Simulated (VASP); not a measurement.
# Cl (Im-3m) in VASP: further runs

Cl is run at these levels: LDA; tasks: single point, relaxation of cell and atoms.

Everything below comes from runs of VASP 6.6.1. Logs are shortened: lines on timing, memory, paths and dates and some standing lists are left out, and cuts for length are marked.

## (1) The cell of the first run

The structure is cubic, space group Im-3m (No. 229). Conventional cell: a = 3.322 Å, b = 3.322 Å, c = 3.322 Å, α = 90.00°, β = 90.00°, γ = 90.00°. Within 3.8 Å of Cl (site symmetry m-3m) lie 14 Cl at 2.88 to 3.32 Å.

## (2) Single point, LDA

Contents of INCAR:

```
SYSTEM = Cl
  PREC = Accurate
  ENCUT = 520
  EDIFF = 1E-7
  ISMEAR = -1
  SIGMA = 0.05
  LREAL = .False.
  LASPH = .True.
  NELM = 80
  ALGO = Normal
  ISIF = 2
  LWAVE = .False.
  LCHARG = .False.
  NBANDS = 10
```

Contents of KPOINTS:

```
Automatic mesh
0
Gamma
  16 16 16
  0 0 0
```

Contents of POSCAR:

```
Cl
1.0
    1.6610572642      1.6610572642      1.6610572642
   -1.6610572642      1.6610572642      1.6610572642
   -1.6610572642     -1.6610572642      1.6610572642
Cl
1
Direct
    0.0000000000      0.0000000000      0.0000000000
```

Potentials or basis: VASP PAW LDA potentials, release 64 (Cl).

On the command line:

```
cat potpaw_LDA.64/Cl/POTCAR > POTCAR
mpirun -np 1 vasp_std > vasp.out
```

OUTCAR:

```text
SYSTEM = Cl
   PREC = Accurate
   ENCUT = 520
   EDIFF = 1E-7
   ISMEAR = -1
   LREAL = .False.
   LASPH = .True.
   NELM = 80
   ISIF = 2

 ion  position               nearest neighbor table
   1  0.000  0.000  0.000-

  LATTYP: Found a body centered cubic cell.
 ALAT       =     3.3221145284

  Lattice vectors:

 A1 = (   1.6610572642,  -1.6610572642,  -1.6610572642)
 A2 = (   1.6610572642,   1.6610572642,   1.6610572642)
 A3 = (  -1.6610572642,  -1.6610572642,   1.6610572642)

Analysis of symmetry for initial positions (statically):
=====================================================================
 Subroutine PRICEL returns:
 Original cell was already a primitive cell.

 Routine SETGRP: Setting up the symmetry group for a
 body centered cubic supercell.

 Subroutine GETGRP returns: Found 48 space group operations
 (whereof 48 operations were pure point group operations)
 out of a pool of 48 trial point group operations.

The static configuration has the point symmetry O_h .

Analysis of symmetry for dynamics (positions and initial velocities):
=====================================================================
 Subroutine PRICEL returns:
 Original cell was already a primitive cell.

 Routine SETGRP: Setting up the symmetry group for a
 body centered cubic supercell.

 Subroutine GETGRP returns: Found 48 space group operations
 (whereof 48 operations were pure point group operations)
 out of a pool of 48 trial point group operations.

The dynamic configuration has the point symmetry O_h .

 Subroutine INISYM returns: Found 48 space group operations
 (whereof 48 operations are pure point group operations),
 and found     1 'primitive' translations

----------------------------------------------------------------------------------------

                                     Primitive cell

  volume of cell :      18.3322

  direct lattice vectors                    reciprocal lattice vectors
     1.661057264  1.661057264  1.661057264     0.301013102  0.000000000  0.301013102
    -1.661057264  1.661057264  1.661057264    -0.301013102  0.301013102  0.000000000
    -1.661057264 -1.661057264  1.661057264     0.000000000 -0.301013102  0.301013102

  length of vectors
     2.877035576  2.877035576  2.877035576     0.425696812  0.425696812  0.425696812

  position of ions in fractional coordinates (direct lattice)
     0.000000000  0.000000000  0.000000000

  ion indices of the primitive-cell ions
   primitive index   ion index
                 1           1

----------------------------------------------------------------------------------------

 KPOINTS: Automatic mesh

Automatic generation of k-mesh.
 Grid dimensions read from file:
 generate k-points for:   16   16   16

 Generating k-lattice:

  Cartesian coordinates                     Fractional coordinates (reciprocal lattice)
     0.018813319  0.000000000  0.018813319     0.062500000  0.000000000  0.000000000
    -0.018813319  0.018813319  0.000000000     0.000000000  0.062500000  0.000000000
     0.000000000 -0.018813319  0.018813319     0.000000000  0.000000000  0.062500000

  Length of vectors
     0.026606051  0.026606051  0.026606051

  Shift w.r.t. Gamma in fractional coordinates (k-lattice)
     0.000000000  0.000000000  0.000000000

 Subroutine IBZKPT returns following result:
 ===========================================

 Found    145 irreducible k-points:

 Following reciprocal coordinates:
            Coordinates               Weight
  0.000000  0.000000  0.000000      1.000000
  0.062500  0.000000  0.000000     12.000000
  0.125000  0.000000  0.000000     12.000000
  0.187500  0.000000  0.000000     12.000000
  0.250000  0.000000  0.000000     12.000000
  0.312500  0.000000  0.000000     12.000000
[... 16 lines left out ...]
  0.375000  0.187500  0.000000     24.000000
  0.437500  0.187500  0.000000     48.000000
 [... further k-points ...]
   k-points           NKPTS =    145   k-points in BZ     NKDIM =    145   number of bands    NBANDS=     10
   number of dos      NEDOS =    301   number of ions     NIONS =      1
   total plane-waves  NPLWV =  13824
   dimension x,y,z NGX =    24 NGY =   24 NGZ =   24
   dimension x,y,z NGXF=    48 NGYF=   48 NGZF=   48
   ions per type =               1
   NGX,Y,Z   is equivalent  to a cutoff of  13.87, 13.87, 13.87 a.u.
   NGXF,Y,Z  is equivalent  to a cutoff of  27.74, 27.74, 27.74 a.u.
 SYSTEM =  Cl
   PREC   = accura    normal or accurate (medium, high low for compatibility)
   ISTART =      0    job   : 0-new  1-cont  2-samecut
   ICHARG =      2    charge: 1-file 2-atom 10-const
   ISPIN  =      1    spin polarized calculation?
   LNONCOLLINEAR =      F non collinear calculations
   LSORBIT =      F    spin-orbit coupling
   LASPH  =      T    aspherical Exc in radial PAW
   ENCUT  =  520.0 eV  38.22 Ry    6.18 a.u.   5.35  5.35  5.35*2*pi/ulx,y,z
   NELM   =     80;   NELMIN=  2; NELMDL= -5     # of ELM steps
   EDIFF  = 0.1E-06   stopping-criterion for ELM
   LREAL  =      F    real-space projection
   EDIFFG = 0.1E-05   stopping-criterion for IOM
   NSW    =      0    number of steps for IOM
   IBRION =     -1    ionic relax: 0-MD 1-quasi-New 2-CG
   NFREE  =      0    steps in history (QN), initial steepest desc. (CG)
   ISIF   =      2    stress and relaxation
   ISYM   =      2    0-nonsym 1-usesym 2-fastsym
   POTIM  = 0.5000    time-step for ionic-motion
   TEBEG  =    0.0;   TEEND  =   0.0 temperature during run
   PSTRESS=    0.0 pullay stress
   NELECT =       7.0000    total number of electrons
   NUPDOWN=      -1.0000    fix difference up-down
   EMIN   =  10.00;   EMAX   =-10.00  energy-range for DOS
   EFERMI =   0.00;   METHOD = LEGACY
   ISMEAR =    -1;   SIGMA  =   0.05  broadening in eV -4-tet -1-fermi 0-gaus
   EFERMI_NEDOS =   21; number of points for ismear=-14 and -15
   IALGO  =     38    algorithm
   IMIX   =      4    mixing-type and parameters
     AMIX     =   0.40;   BMIX     =  1.00
     AMIX_MAG =   1.60;   BMIX_MAG =  1.00
  volume/ion in A,a.u.               =      18.33       123.71
  Fermi-wavevector in a.u.,A,eV,Ry     =   1.187689  2.244408 19.192464  1.410606
  Thomas-Fermi vector in A             =   2.323835
   LORBIT       =      0    0 simple, 1 ext, 2 COOP (PROOUT), +10 PAW based schemes
   GGA     = CA    functional components
   LHFCALC =     F    Hartree Fock is set to
   AEXX    =    0.0000 exact exchange contribution
   IVDW    =     0    specifies the selected vdW correction
   LEPSILON=     F    determine dielectric tensor
   LRPA    =     F    only Hartree local field effects (RPA)
 non-spin polarized calculation
  energy-cutoff  :      520.00
  volume of cell :       18.33
 maximum number of plane-waves:       531
 NGX is ok and might be reduce to    24
   NGX = 11   NGY = 11   NGZ = 11

 number of electron       6.9999999 magnetization

 Free energy of the ion-electron system (eV)
  ---------------------------------------------------
  ext. energy  EPLUGINS =         0.00000000
  ---------------------------------------------------
  free energy    TOTEN  =        -1.60001848 eV

  energy without entropy =       -1.58662273  energy(sigma->0) =       -1.59332061

 E-fermi :   3.5411     XC(G=0): -10.6782

 val. band max:        3.5383434210   @ k =  -0.4375   0.1875   0.0000
 cond. band min:       3.5413117737   @ k =   0.5000   0.2500   0.0000
 fundamental gap:      0.0029683527
 Fermi energy:         3.5410615795

 k-point     1 :       0.0000    0.0000    0.0000
  band No.  band energies     occupation
      1     -12.9328      2.00000
      2       4.4347      0.00000
      3       4.4347      0.00000
      4       4.4347      0.00000
      5      14.0977      0.00000
      6      17.5332      0.00000
      7      17.5332      0.00000
      8      17.5332      0.00000
      9      20.7217      0.00000
     10      20.7217      0.00000

 k-point     2 :       0.0625    0.0000    0.0000
  band No.  band energies     occupation
      1     -12.8653      2.00000
      2       4.1159      0.00002
      3       4.3451      0.00000
      4       4.4225      0.00000
      5      14.3663      0.00000
      6      17.3094      0.00000
      7      17.4576      0.00000
      8      17.7938      0.00000
      9      20.2773      0.00000
     10      20.6568      0.00000

 k-point     3 :       0.1250    0.0000    0.0000
  band No.  band energies     occupation
      1     -12.6663      2.00000
      2       3.2790      1.98947
      3       4.1019      0.00003
      4       4.3870      0.00000
      5      14.8856      0.00000
      6      16.7550      0.00000
      7      17.2441      0.00000
      8      18.5470      0.00000
      9      19.8254      0.00000
     10      20.5413      0.00000

 k-point     4 :       0.1875    0.0000    0.0000
  band No.  band energies     occupation
      1     -12.3473      2.00000
      2       2.1530      2.00000
      3       3.7670      0.02159
      4       4.3326      0.00000
      5      14.7913      0.00000
      6      16.0765      0.00000
      7      17.5283      0.00000
      8      19.7238      0.00000
      9      20.0146      0.00000
     10      20.5142      0.00000

 k-point     5 :       0.2500    0.0000    0.0000
  band No.  band energies     occupation
      1     -11.9310      2.00000
      2       0.9296      2.00000
      3       3.4080      1.86950
      4       4.2669      0.00000
      5      14.0420      0.00000
      6      15.4195      0.00000
      7      18.4654      0.00000
      8      20.6680      0.00000
      9      20.6977      0.00000
     10      21.2406      0.00000

 k-point     6 :       0.3125    0.0000    0.0000
  band No.  band energies     occupation
      1     -11.4574      2.00000
      2      -0.2478      2.00000
      3       3.0803      1.99980
      4       4.1997      0.00000
      5      13.2587      0.00000
      6      14.8624      0.00000
      7      19.5021      0.00000
      8      21.0436      0.00000
      9      21.6162      0.00000
     10      23.0089      0.00000

 k-point     7 :       0.3750    0.0000    0.0000
  band No.  band energies     occupation
      1     -10.9925      2.00000
      2      -1.2511      2.00000
      3       2.8225      2.00000
      4       4.1416      0.00001
      5      12.6504      0.00000
      6      14.4451      0.00000
      7      20.4959      0.00000
      8      21.6434      0.00000
      9      22.3820      0.00000
     10      24.9100      0.00000

 k-point     8 :       0.4375    0.0000    0.0000
  band No.  band energies     occupation
      1     -10.6356      2.00000
      2      -1.9442      2.00000
      3       2.6590      2.00000
      4       4.1023      0.00003
      5      12.2743      0.00000
      6      14.1884      0.00000
      7      21.4202      0.00000
      8      22.4147      0.00000
      9      22.6053      0.00000
     10      25.3152      0.00000

 k-point     9 :       0.5000    0.0000    0.0000
  band No.  band energies     occupation
      1     -10.4987      2.00000
      2      -2.1954      2.00000
      3       2.6032      2.00000
      4       4.0885      0.00004
      5      12.1476      0.00000
      6      14.1019      0.00000
      7      22.0773      0.00000
      8      22.3250      0.00000
      9      22.9626      0.00000
     10      24.5712      0.00000
[... 118 lines left out ...]
 k-point    19 :       0.3750    0.1250   -0.0000
  band No.  band energies     occupation
      1     -11.3073      2.00000
      2      -0.2593      2.00000
      3       2.6233      2.00000
      4       3.8607      0.00334
      5      13.9468      0.00000
      6      15.1612      0.00000
      7      18.4034      0.00000
      8      20.3720      0.00000
      9      22.6013      0.00000
     10      24.1697      0.00000

 k-point    20 :       0.4375    0.1250    0.0000
  band No.  band energies     occupation
      1     -10.8652      2.00000
      2      -1.1290      2.00000
      3       2.2556      2.00000
      4       3.7778      0.01743
      5      13.4067      0.00000
      6      14.9167      0.00000
      7      19.1390      0.00000
      8      21.2544      0.00000
      9      23.1144      0.00000
     10      25.5859      0.00000

 k-point    21 :       0.5000    0.1250    0.0000
  band No.  band energies     occupation
      1     -10.5293      2.00000
      2      -1.7405      2.00000
      3       2.0258      2.00000
      4       3.7230      0.05123
      5      13.0704      0.00000
      6      14.7676      0.00000
      7      19.8616      0.00000
      8      21.4635      0.00000
      9      23.7590      0.00000
     10      26.4044      0.00000

 k-point    22 :      -0.4375    0.1250    0.0000
  band No.  band energies     occupation
      1     -10.4014      2.00000
      2      -1.9635      2.00000
      3       1.9479      2.00000
      4       3.7038      0.07431
      5      12.9568      0.00000
      6      14.7173      0.00000
      7      20.3309      0.00000
      8      21.2093      0.00000
      9      24.1616      0.00000
     10      26.4900      0.00000

 k-point    23 :       0.3750    0.1875    0.0000
  band No.  band energies     occupation
      1     -11.3505      2.00000
      2      -0.0197      2.00000
      3       2.4728      2.00000
      4       3.7916      0.01324
      5      14.4239      0.00000
      6      15.3219      0.00000
      7      18.0078      0.00000
      8      19.7732      0.00000
      9      22.8216      0.00000
     10      24.1817      0.00000

 k-point    24 :       0.4375    0.1875    0.0000
  band No.  band energies     occupation
      1     -10.9218      2.00000
      2      -0.7225      2.00000
      3       1.8714      2.00000
      4       3.6682      0.14587
      5      14.0611      0.00000
      6      15.2914      0.00000
      7      18.5191      0.00000
      8      20.3686      0.00000
      9      23.2753      0.00000
     10      25.6350      0.00000

 [... further k-points ...]
[... 5 lines left out ...]
  --------------------------------------------------------------------------------------
  -------------------------------------------------------------------------------------
  Total       -0.0072428     -0.0072428     -0.0072428     -0.0000000     -0.0000000     -0.0000000
  in kB       -0.6330032     -0.6330032     -0.6330032     -0.0000000     -0.0000000     -0.0000000
  external PRESSURE =      -0.6330032 kB  Pullay stress =       0.0000000 kB

 VOLUME and BASIS-vectors are now :
 -----------------------------------------------------------------------------
  energy-cutoff  :      520.00
  volume of cell :       18.33
      direct lattice vectors                 reciprocal lattice vectors
     1.661057264  1.661057264  1.661057264     0.301013102  0.000000000  0.301013102
    -1.661057264  1.661057264  1.661057264    -0.301013102  0.301013102  0.000000000
    -1.661057264 -1.661057264  1.661057264     0.000000000 -0.301013102  0.301013102

 POSITION                                       TOTAL-FORCE (eV/Angst)
 -----------------------------------------------------------------------------------
      0.00000      0.00000      0.00000         0.000000     -0.000000      0.000000
 -----------------------------------------------------------------------------------
    total drift:                               -0.000000     -0.000000      0.000000

  FREE ENERGIE OF THE ION-ELECTRON SYSTEM (eV)
  ---------------------------------------------------
  free  energy   TOTEN  =        -1.6000184830 eV

  energy  without entropy=       -1.5866227286  energy(sigma->0) =       -1.59332061
```

Wall time 5.5 s (1 thread of Intel Xeon 6975P-C (Granite Rapids), shared host); peak memory 0.13 GiB.

What came out:

```
Free energy : -1.6000 eV
Pressure    : -0.1 GPa
```

Caveat: an odd number of electrons without spin polarisation forces a metal; a magnetic or distorted state may lie lower.

(Part 1 of 2 ends here.)
